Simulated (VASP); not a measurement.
Set up this calculation in VASP 6.6.1, as the native input.

```
Task                   : single point
Functional             : PBEsol
Potentials or basis    : VASP PAW PBE potentials, release 64 (Te, Pb_d)
Cutoff                 : 520 eV
k mesh                 : 6 × 6 × 6
Occupations            : gaussian, width 0.01 eV
Spin                   : no spin polarisation
Dipole correction      : no
Further INCAR settings : ALGO = Normal; EDIFF = 1e-06; NBANDS = 17
```

The structure of TePb lies in POSCAR:

```
TePb
1.0
    0.0000000000      3.1424344975      3.1424344975
    3.1424344975      0.0000000000      3.1424344975
    3.1424344975      3.1424344975      0.0000000000
Te Pb
1 1
Direct
    0.5000000000      0.5000000000      0.5000000000
    0.0000000000      0.0000000000      0.0000000000
```

One way to write it, as run:

INCAR

```
PREC = Accurate ; ENCUT = 520
EDIFF = 1E-6 ; ISMEAR = 0
SIGMA = 0.01 ; LREAL = F
LASPH = T ; NELM = 100
ALGO = Normal ; ISIF = 2
LWAVE = F ; LCHARG = T
GGA = PS ; LELF = T
LVHAR = T ; NBANDS = 17
```

KPOINTS

```
Automatic mesh
0
Gamma
  6 6 6
```

Potentials or basis: VASP PAW PBE potentials, release 64 (Te, Pb_d).

Launch:

```bash
$ cat potpaw_PBE.64/Te/POTCAR potpaw_PBE.64/Pb_d/POTCAR > POTCAR
$ mpirun -np 1 vasp_std > vasp.out
```

It gave:

- Pressure: 4.0 GPa
- Band gap on the k mesh: 0.47 eV, direct

Caveat: the PAW data sets were made with another functional, which shifts forces and pressure a little; spin-orbit coupling is left out, which moves the levels of the heavy elements.

Run time: 13 s on 1 thread of Intel(R) Xeon(R) Platinum 8488C (Sapphire Rapids), on a shared host, peak memory 0.2 GiB.
